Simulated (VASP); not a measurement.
Set up this calculation in VASP 6.6.1, as the native input.

```yaml
Task: single point
Functional: PBE
Potentials_or_basis: VASP PAW PBE potentials, release 64 (Y_sv)
Cutoff: 500 eV
k_mesh: 7 × 7 × 10
Occupations: fermi-dirac, width 0.1 eV
Spin: no spin polarisation
Dipole_correction: no
Further_INCAR_settings: ALGO = Normal; EDIFF = 1e-06; NBANDS = 24
```

The structure of Y lies in POSCAR:

```
Y
1.0
    5.4162930350      0.0000000000      0.0000000000
   -2.7081465175      4.6906473627      0.0000000000
    0.0000000000      0.0000000000      3.3819708930
Y
3
Direct
    0.0000000000      1.0000000000      0.0000000000
    0.3333333333      0.6666666667      0.5000000000
    0.6666666667      0.3333333333      0.5000000000
```

This cell differs from its parent crystal: volume scaled by 0.88.

These files were run (other wordings do the same):

INCAR

```
SYSTEM = Y
PREC     = Accurate       ! precision mode
ENCUT    = 500            ! plane-wave cutoff, eV
EDIFF    = 1E-6           ! SCF threshold, eV
ISMEAR   = -1             ! smearing method
SIGMA    = 0.1            ! smearing width, eV
LREAL    = .FALSE.        ! projectors in reciprocal space
LASPH    = .TRUE.         ! aspherical terms in the spheres
NELM     = 120            ! most SCF steps
ALGO     = Normal         ! electronic algorithm
ISIF     = 2              ! what is computed and relaxed
LWAVE    = .FALSE.        ! write WAVECAR
LCHARG   = .FALSE.        ! write CHGCAR
GGA      = PE             ! functional
NBANDS   = 24             ! bands
GGA_COMPAT= .FALSE.
```

KPOINTS

```
regular mesh
0
G
  7 7 10
  0 0 0
```

Potentials or basis: VASP PAW PBE potentials, release 64 (Y_sv).

Command:

```sh
$ cat potpaw_PBE.64/Y_sv/POTCAR > POTCAR
$ mpirun -np 1 vasp_std > vasp.out
```

It gave:

- Pressure: 5.9 GPa

Run time: 43 s on 1 thread of Intel(R) Xeon(R) 6975P-C (Granite Rapids) (shared host), peak memory 0.25 GiB.
